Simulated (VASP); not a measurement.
Runs of VASP 6.6.1 on Pb. The structure is that of space group Pm-3m (No. 221), or close to it. The cells are those of the table. 

```tsv
task	cell	k mesh	cutoff (eV)	gap on the mesh (eV)	pressure (GPa)
single point	a = 3.328 Å, 1 atom	11 × 11 × 11	520	none	(a)
single point	a = 3.148 Å, 1 atom	11 × 11 × 11	520	none	5.7
single point	a = 3.285 Å, 1 atom	16 × 16 × 16	520	none	0.0
single point	a = 3.411 Å, 1 atom	11 × 11 × 11	520	none	(b)
single point	a = 3.240 Å, 1 atom	11 × 11 × 11	520	none	1.5
single point	a = 3.285 Å, 1 atom	10 × 10 × 10	520	none	-0.1
single point	a = 3.195 Å, 1 atom	11 × 11 × 11	520	none	3.3
single point	a = 3.370 Å, 1 atom	11 × 11 × 11	520	none	-2.0
relaxation of cell and atoms	relaxed from a = 3.200 Å, 1 atom	10 × 10 × 10	600	none	0.0
single point	a = 3.285 Å, 1 atom	11 × 11 × 11	520	none	0.0
```

Alike in all rows: level revPBE; potentials or basis VASP PAW PBE potentials, release 64 (Pb_d); no spin polarisation; smearing fermi-dirac 0.1 eV.

Problem. Estimate the missing entries.

Solution. (a) -1.1; (b) -2.7.

Caveats: the PAW data sets were made with another functional, which shifts forces and pressure a little; spin-orbit coupling is left out, which moves the levels of the heavy elements.

A k mesh can miss the band edges, and the runs leave out spin-orbit coupling on Pb.

A gap of «none» marks levels without a gap at the run's occupations.
